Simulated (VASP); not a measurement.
Write the native input for VASP 6.6.1 that does the following.

```
Task                   : single point
Functional             : PBE
Potentials or basis    : VASP PAW PBE potentials, release 64 (Zn, Bi_d, O)
Cutoff                 : 520 eV
k mesh                 : 8 × 8 × 8
Occupations            : gaussian, width 0.1 eV
Spin                   : no spin polarisation
Dipole correction      : no
Further INCAR settings : ALGO = Normal; EDIFF = 1e-06; NBANDS = 50
```

The structure of Zn5BiO lies in POSCAR:

```
Zn5BiO
1.0
    0.0000000000      4.0686320445      4.5134156640
    3.5488925114      0.0000000000      4.5134156640
    3.5488925114      4.0686320445      0.0000000000
Zn Bi O
5 1 1
Direct
    0.6456934998      0.1584819735      0.5631487288
    0.5631487288      0.6326757979      0.6456934998
    0.1584819735      0.6456934998      0.6326757979
    0.6326757979      0.5631487288      0.1584819735
    0.0000000000      0.0000000000      0.0000000000
    0.2500000000      0.2500000000      0.2500000000
    0.7500000000      0.7500000000      0.7500000000
```

The input as run:

INCAR

```
SYSTEM = Zn5BiO
PREC = Accurate
ENCUT = 520
EDIFF = 1E-6
ISMEAR = 0
SIGMA = 0.1
LREAL = .False.
LASPH = .True.
NELM = 60
ALGO = Normal
ISIF = 2
LWAVE = .False.
LCHARG = .False.
GGA = PE
NBANDS = 50
```

KPOINTS

```
regular mesh
0
Gamma
  8 8 8
  0 0 0
```

Potentials or basis: VASP PAW PBE potentials, release 64 (Zn, Bi_d, O).

Run with:

```console
$ cat potpaw_PBE.64/Zn/POTCAR potpaw_PBE.64/Bi_d/POTCAR potpaw_PBE.64/O/POTCAR > POTCAR
$ mpirun -np 1 vasp_std > vasp.out
```

Results of the run:

The pressure is 0.3 GPa. The largest force is 0.047 eV/Å.

Caveat: an odd number of electrons without spin polarisation forces a metal; a magnetic or distorted state may lie lower.

It took 12 min on 1 thread of Intel Xeon 6975P-C, with other jobs on the host, peak memory 0.65 GiB.
